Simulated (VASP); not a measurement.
Crystal: Hf.

```
CELL_PARAMETERS angstrom
2.39987 -4.06733 0.00000
2.39987 4.06733 0.00000
0.00000 0.00000 4.80612
ATOMIC_POSITIONS crystal
Hf 0.15250 0.84750 0.07850
Hf 0.65250 0.34750 0.42150
Hf 0.84750 0.15250 0.92150
Hf 0.34750 0.65250 0.57850
```

| Quantity | Value |
| --- | --- |
| Program | VASP 6.6.1 |
| Task | relaxation of cell and atoms |
| Functional | r2SCAN |
| Potentials or basis | VASP PAW PBE potentials, release 64 (Hf_pv) |
| Cutoff | 600 eV |
| k mesh | 4 × 4 × 4 |
| Occupations | gaussian, width 0.1 eV |
| Spin | no spin polarisation |

At the start: pressure 9.0 GPa; volume 23.46 Å³/atom.

Q: How do energy, volume and symmetry change on relaxing?

A: Over 22 steps the energy falls by 1134.2 meV/atom and the volume is 24.20 Å³/atom (+3.2 %); space group Cmce (No. 64, to 0.1 Å) before, I4/mmm (No. 139, to 0.1 Å).

The path:
```csv
step,energy change (eV),largest force (eV/Å),pressure (GPa),volume (Å³)
1,0.0000,1.0555,9.03,93.83
2,-1.1477,1.5533,-3.93,112.40
3,-1.1678,1.6537,-5.95,116.82
4,-2.4180,2.3088,-4.57,114.34
5,-0.9984,2.2753,21.39,98.21
6,-2.7461,2.7431,1.26,110.11
7,-2.8039,2.5952,4.11,107.88
8,-3.2057,0.6831,-0.45,112.41
9,-3.2190,1.0185,0.12,111.71
10,-3.5646,1.0165,-1.17,111.51
11,-3.9224,1.4798,-2.65,110.51
12,-3.9418,1.5773,-2.89,110.04
13,-4.1821,1.1602,-3.05,106.49
14,-4.2531,0.4728,-1.92,100.57
15,-4.2842,0.7010,-2.59,102.78
16,-4.4813,0.4756,-0.75,99.16
17,-4.5270,0.3082,0.78,96.62
18,-4.5271,0.2996,0.87,96.48
19,-4.5344,0.0891,-0.55,97.36
20,-4.5345,0.0959,-0.38,97.25
21,-4.5367,0.0240,-0.12,96.94
22,-4.5369,0.0098,-0.01,96.81
```

Final structure:
```
CELL_PARAMETERS angstrom
2.15488 -5.27268 0.00000
2.15488 5.27268 0.00000
0.00000 0.00000 4.26014
ATOMIC_POSITIONS crystal
Hf 0.15178 0.84822 0.00009
Hf 0.65178 0.34822 0.49991
Hf 0.84822 0.15178 0.99991
Hf 0.34822 0.65178 0.50009
```

Caveat: the k points lie up to 0.39 Å⁻¹ apart in the final cell, too coarse for converged energies and pressures of a metal; a cell axis changed by over 15 % at a fixed basis, so the end point is rough; the PAW data sets were made with another functional, which shifts forces and pressure a little.
